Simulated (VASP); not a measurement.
Set up this calculation in VASP 6.6.1, as the native input.

- Task: relaxation of cell and atoms
- Functional: PBE
- Potentials or basis: VASP PAW PBE potentials, release 64 (Sn_d, O)
- Cutoff: 600 eV
- k mesh: 6 × 6 × 8
- Occupations: gaussian, width 0.02 eV
- Spin: no spin polarisation
- Dipole correction: no
- Further INCAR settings: ALGO = Normal; EDIFF = 1e-07; IBRION = 2; EDIFFG = -0.002; NSW = 100; ISIF = 3

The structure of SnO2 lies in POSCAR:

```
SnO2
1.0
    4.7648180400      0.0000000000      0.0000000000
    0.0000000000      4.7648180400      0.0000000000
    0.0000000000      0.0000000000      3.2074997700
Sn O
2 4
Direct
    0.5000000000      0.5000000000      0.5000000000
    0.0000000000      0.0000000000      0.0000000000
    0.1940277000      0.8059723000      0.5000000000
    0.8059723000      0.1940277000      0.5000000000
    0.3059723000      0.3059723000      0.0000000000
    0.6940277000      0.6940277000      0.0000000000
```

The input as run:

INCAR

```
SYSTEM = SnO2
ALGO = Normal
EDIFF = 1E-7
EDIFFG = -0.002
ENCUT = 600
GGA = PE
GGA_COMPAT = .FALSE.
IBRION = 2
ISIF = 3
ISMEAR = 0
LASPH = .TRUE.
LCHARG = .FALSE.
LREAL = .FALSE.
LWAVE = .FALSE.
NELM = 120
NELMIN = 4
NSW = 100
PREC = Accurate
SIGMA = 0.02
```

KPOINTS

```
k-points
0
G
  6 6 8
  0 0 0
```

Potentials or basis: VASP PAW PBE potentials, release 64 (Sn_d, O).

Launch:

```sh
$ cat potpaw_PBE.64/Sn_d/POTCAR potpaw_PBE.64/O/POTCAR > POTCAR
$ mpirun -np 1 vasp_std > vasp.out
```

Results of the run:

```json
{
  "Relaxed volume": "12.61 Å³/atom",
  "Relaxed cell": "a = 4.830 Å, b = 4.830 Å, c = 3.242 Å, α = 90.00°, β = 90.00°, γ = 90.00°",
  "Space group after relaxing (to 0.1 Å)": "P4_2/mnm (No. 136)",
  "Energy gained by relaxing": "10.1 meV/atom",
  "Ionic steps": "9",
  "Pressure after relaxing": "0.0 GPa",
  "Band gap on the k mesh": "0.64 eV"
}
```

Caveat: semilocal functionals underestimate gaps, and a narrow one can read as zero; spin-orbit coupling is left out, which moves the levels of the heavy elements.

Run time: 13 min on 1 thread of Oxide Virtual Turin-like Processor (shared host), peak memory 0.24 GiB.
